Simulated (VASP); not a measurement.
# H3W8C9 in VASP: single point with PBE+D3(BJ)

Aim: the single point of H3W8C9 with PBE+D3(BJ).

All numbers are computed with VASP 6.6.1; they aren't measurements. Logs are shortened: lines on timing, memory, paths and dates and some standing lists are left out, and cuts for length are marked.

### 1 The cell of the first run

The cell holds a slab with vacuum, 20 atoms: a = 5.749 Å, b = 5.749 Å, c = 16.225 Å, α = 90.00°, β = 90.00°, γ = 120.00°.

### 2 Single point, PBE+D3(BJ)

Contents of INCAR:

```
SYSTEM = H3W8C9
PREC = Accurate
ENCUT = 520
EDIFF = 1E-6
ISMEAR = 0
SIGMA = 0.15
LREAL = Auto
LASPH = .TRUE.
NELM = 60
ALGO = Normal
ISIF = 2
LWAVE = .FALSE.
LCHARG = .TRUE.
GGA = PE
IVDW = 12
LELF = .TRUE.
LVHAR = .TRUE.
NBANDS = 92
```

Contents of KPOINTS:

```
regular mesh
0
G
  5 5 1
  0 0 0
```

Contents of POSCAR:

```
H3W8C9
1.0
    5.7490600000      0.0000000000      0.0000000000
   -2.8745300000      4.9788320000      0.0000000000
    0.0000000000      0.0000000000     16.2248850000
W C H
8 9 3
Direct
    0.0000000000      0.0000000000      0.0616337188
    0.0036289225     -0.0004300205      0.2345542665
    0.0000000000      0.5000000000      0.0616337188
    0.0054215700      0.5048139805      0.2377043042
    0.5000000000      0.0000000000      0.0616337188
    0.5071693504      0.0036106862      0.2384749106
    0.5000000000      0.5000000000      0.0616337188
    0.5033044510      0.5003557059      0.2385964523
    0.3369520264      0.1669230856      0.1446117492
    0.3298710679      0.1611861979      0.3149267930
    0.3349725279      0.6680143054      0.1437419125
    0.3386628643      0.6694086083      0.3080102571
    0.8354432812      0.1677270894      0.1440270301
    0.8631403638      0.1747060355      0.3185768035
    0.8340503850      0.6648348448      0.1428699186
    0.8425313658      0.6773004191      0.3070353966
    0.7887822137      0.1213764594      0.3985256598
    0.3289344190      0.1705331692      0.3818488698
    0.7304516130     -0.0764211365      0.4242812199
    0.8056652325      0.2766148767      0.4408894732
```

Potentials or basis: VASP PAW PBE potentials, release 64 (W_sv, C, H).

Command:

```sh
$ cat potpaw_PBE.64/W_sv/POTCAR potpaw_PBE.64/C/POTCAR potpaw_PBE.64/H/POTCAR > POTCAR
$ mpirun -np 1 vasp_std > vasp.out
```

OUTCAR:

```text
SYSTEM = H3W8C9
   PREC = Accurate
   ENCUT = 520
   EDIFF = 1E-6
   ISMEAR = 0
   LREAL = Auto
   LASPH = .TRUE.
   NELM = 60
   ISIF = 2
   GGA = PE
   IVDW = 12
 IVDW          = 12

 ion  position               nearest neighbor table
   1  0.000  0.000  0.062-  15 2.13  13 2.13   9 2.15   2 2.81   7 2.87   3 2.87   3 2.87   7 2.87
                             5 2.87   5 2.87
   2  0.004  1.000  0.235-  16 1.99  14 2.08  10 2.08   9 2.21  13 2.23  15 2.23   1 2.81   4 2.85
                             6 2.87   8 2.87   8 2.88   6 2.88   4 2.90
   3  0.000  0.500  0.062-  15 2.11  13 2.13  11 2.13   4 2.86   5 2.87   1 2.87   1 2.87   5 2.87
                             7 2.87   7 2.87
   4  0.005  0.505  0.238-  12 2.01  16 2.01  14 2.11  11 2.24  15 2.26  13 2.26   2 2.85   3 2.86
                             6 2.87   8 2.87   8 2.88   6 2.88   2 2.90
   5  0.500  0.000  0.062-  11 2.12   9 2.12  13 2.14   6 2.87   7 2.87   3 2.87   7 2.87   3 2.87
                             1 2.87   1 2.87
   6  0.507  0.004  0.238-  12 2.01  10 2.08  14 2.20  13 2.24   9 2.25  11 2.27   2 2.87   8 2.87
                             5 2.87   4 2.87   4 2.88   8 2.88   2 2.88
   7  0.500  0.500  0.062-  15 2.12  11 2.13   9 2.14   8 2.87   1 2.87   5 2.87   5 2.87   1 2.87
                             3 2.87   3 2.87
   8  0.503  0.500  0.239-  12 2.01  16 2.02  10 2.09   9 2.25  15 2.26  11 2.27   6 2.87   7 2.87
                             2 2.87   4 2.87   4 2.88   2 2.88   6 2.88
   9  0.337  0.167  0.145-   5 2.12   7 2.14   1 2.15   2 2.21   6 2.25   8 2.25
  10  0.330  0.161  0.315-  18 1.09   6 2.08   2 2.08   8 2.09
  11  0.335  0.668  0.144-   5 2.12   7 2.13   3 2.13   4 2.24   6 2.27   8 2.27
  12  0.339  0.669  0.308-   8 2.01   6 2.01   4 2.01
  13  0.835  0.168  0.144-   3 2.13   1 2.13   5 2.14   2 2.23   6 2.24   4 2.26
  14  0.863  0.175  0.319-  17 1.35   2 2.08   4 2.11   6 2.20
  15  0.834  0.665  0.143-   3 2.11   7 2.12   1 2.13   2 2.23   4 2.26   8 2.26
  16  0.843  0.677  0.307-   2 1.99   4 2.01   8 2.02
  17  0.789  0.121  0.399-  20 1.09  19 1.09  14 1.35
  18  0.329  0.171  0.382-  10 1.09
  19  0.730  0.924  0.424-  17 1.09
  20  0.806  0.277  0.441-  17 1.09

  LATTYP: Found a hexagonal cell.
 ALAT       =     5.7490600000
 C/A-ratio  =     2.8221804956

  Lattice vectors:

 A1 = (   5.7490600000,   0.0000000000,   0.0000000000)
 A2 = (  -2.8745300000,   4.9788320000,   0.0000000000)
 A3 = (   0.0000000000,   0.0000000000,  16.2248850000)

Analysis of symmetry for initial positions (statically):
=====================================================================
 Subroutine PRICEL returns:
 Original cell was already a primitive cell.

 Routine SETGRP: Setting up the symmetry group for a
 hexagonal supercell.

 Subroutine GETGRP returns: Found  1 space group operations
 (whereof  1 operations were pure point group operations)
 out of a pool of 24 trial point group operations.
[... 152 lines left out ...]
   EMIN   =  10.00;   EMAX   =-10.00  energy-range for DOS
   EFERMI =   0.00;   METHOD = LEGACY
   ISMEAR =     0;   SIGMA  =   0.15  broadening in eV -4-tet -1-fermi 0-gaus
   EFERMI_NEDOS =   21; number of points for ismear=-14 and -15
   IALGO  =     38    algorithm
   IMIX   =      4    mixing-type and parameters
     AMIX     =   0.40;   BMIX     =  1.00
     AMIX_MAG =   1.60;   BMIX_MAG =  1.00
  volume/ion in A,a.u.               =      23.22       156.70
  Fermi-wavevector in a.u.,A,eV,Ry     =   1.125724  2.127309 17.242037  1.267254
  Thomas-Fermi vector in A             =   2.262402
   LORBIT       =      0    0 simple, 1 ext, 2 COOP (PROOUT), +10 PAW based schemes
   GGA     = PE    functional components
   LHFCALC =     F    Hartree Fock is set to
   AEXX    =    0.0000 exact exchange contribution
   IVDW    =    12    specifies the selected vdW correction
   LEPSILON=     F    determine dielectric tensor
   LRPA    =     F    only Hartree local field effects (RPA)
 non-spin polarized calculation
 Gauss-broadening in eV      SIGMA  =   0.15
  energy-cutoff  :      520.00
  volume of cell :      464.41
 maximum number of plane-waves:     12553
 NGX is ok and might be reduce to    48
   NGX = 21   NGY = 21   NGZ = 61

 number of electron     150.9999993 magnetization

 Free energy of the ion-electron system (eV)
  ---------------------------------------------------
  ext. energy  EPLUGINS =         0.00000000
  ---------------------------------------------------
  free energy    TOTEN  =      -184.07793456 eV

  energy without entropy =     -184.03011101  energy(sigma->0) =     -184.05402278

 E-fermi :   1.2366     XC(G=0):  -6.5724

 val. band max:        1.1280695667   @ k =   0.0000   0.2000   0.0000
 cond. band min:       1.2863507779   @ k =   0.0000   0.2000   0.0000
 fundamental gap:      0.1582812112
 Fermi energy:         1.2365887463

 k-point     1 :       0.0000    0.0000    0.0000
  band No.  band energies     occupation
      1     -72.6510      2.00000
      2     -72.6123      2.00000
      3     -72.5932      2.00000
      4     -72.5758      2.00000
      5     -72.5680      2.00000
      6     -72.4270      2.00000
[... 1159 lines left out ...]
     86       3.5039      0.00000
     87       3.6149      0.00000
 [bands above 87 left out]

------------------------ aborting loop because EDIFF is reached ----------------------------------------

 Edisp (eV)   -5.11269

 E8    (eV) :    -2.3650

  FORCE on cell =-STRESS in cart. coord.  units (eV):
  Direction    XX          YY          ZZ          XY          YZ          ZX
  --------------------------------------------------------------------------------------
  -------------------------------------------------------------------------------------
  Total       8.08588    10.12527     0.64323    -0.78548    -0.18780    -3.21688
  in kB      27.89536    34.93101     2.21908    -2.70981    -0.64790   -11.09788
  external pressure =       21.68 kB  Pullay stress =        0.00 kB

 VOLUME and BASIS-vectors are now :
 -----------------------------------------------------------------------------
  energy-cutoff  :      520.00
  volume of cell :      464.41
      direct lattice vectors                 reciprocal lattice vectors
     5.749060000  0.000000000  0.000000000     0.173941479  0.100425160  0.000000000
    -2.874530000  4.978832000  0.000000000     0.000000000  0.200850320  0.000000000
     0.000000000  0.000000000 16.224885000     0.000000000  0.000000000  0.061633719

 POSITION                                       TOTAL-FORCE (eV/Angst)
 -----------------------------------------------------------------------------------
      0.00000      0.00000      1.00000         0.126061      0.124935     -0.239256
     -2.85243      4.97669      3.80562         0.005355      0.011987     -0.031933
     -1.43727      2.48942      1.00000         0.151653     -0.108153     -0.199792
     -1.41993      2.51338      3.85672         0.008996     -0.022767     -0.016341
      2.87453      0.00000      1.00000         0.135221      0.130086      0.294968
      2.90537      0.01798      3.86923         0.019875      0.026495      0.010012
[... 12 lines left out ...]
      1.54455      4.59834      6.88391        -0.004705     -0.017742      0.003716
      3.83668      1.37722      7.15338        -0.415429     -0.007263      0.002505
 -----------------------------------------------------------------------------------
    total drift:                                0.010429      0.008556      0.007676

  FREE ENERGIE OF THE ION-ELECTRON SYSTEM (eV)
  ---------------------------------------------------
  free  energy   TOTEN  =      -189.1906264464 eV

  energy  without entropy=     -189.1428028992  energy(sigma->0) =     -189.16671467
```

OSZICAR:

```text
N       E                     dE             d eps       ncg     rms          rms(c)
DAV:   1     0.176154009905E+04    0.17615E+04   -0.87218E+04  2824   0.156E+03
DAV:   2    -0.941418384961E+02   -0.18557E+04   -0.18167E+04  2764   0.474E+02
DAV:   3    -0.208298323603E+03   -0.11416E+03   -0.11125E+03  2940   0.116E+02
[... 21 lines left out ...]
DAV:  25    -0.184077910211E+03   -0.49797E-04   -0.33783E-06  2172   0.616E-03    0.152E-03
DAV:  26    -0.184077928875E+03   -0.18664E-04   -0.16011E-06  1860   0.328E-03    0.811E-04
DAV:  27    -0.184077932640E+03   -0.37655E-05   -0.35647E-07  1844   0.160E-03    0.532E-04
DAV:  28    -0.184077934034E+03   -0.13938E-05   -0.16749E-07  1712   0.954E-04    0.265E-04
DAV:  29    -0.184077934557E+03   -0.52289E-06   -0.11513E-07  1672   0.667E-04
   1 F= -.18919063E+03 E0= -.18916671E+03  d E =-.478235E-01
```

It took 34 min on 1 thread of Intel Xeon Platinum 8259CL at 2.50GHz (Skylake/Cascade Lake), shared host; peak memory 0.81 GiB.

Results:

```
Free energy                : -189.1906 eV
Largest force              : 0.416 eV/Å
Band gap on the k mesh     : zero (an odd number of electrons rules out a gap without spin polarisation)
Dispersion energy per atom : -0.256 eV
```

Forces on the atoms (eV/Å):
```
W    0.126  0.125 -0.239
W    0.005  0.012 -0.032
W    0.152 -0.108 -0.200
W    0.009 -0.023 -0.016
W    0.135  0.130  0.295
W    0.020  0.026  0.010
W    0.066 -0.117 -0.072
W    0.010 -0.018 -0.021
C    0.010  0.000 -0.001
C   -0.017  0.002  0.048
C    0.005  0.007  0.011
C    0.007 -0.016  0.092
C    0.002  0.002  0.000
C    0.096  0.013 -0.004
C    0.005 -0.013 -0.007
C    0.001  0.014  0.086
C   -0.161 -0.010  0.031
H   -0.051  0.000  0.013
H   -0.005 -0.018  0.004
H   -0.415 -0.007  0.003
```

Caveat: there is no dipole correction, which matters where the two faces differ; spin-orbit coupling is left out, which moves the levels of the heavy elements; an odd number of electrons without spin polarisation forces a metal; a magnetic or distorted state may lie lower.

The gap in the log of VASP goes by the Fermi energy; the results here count the filled bands.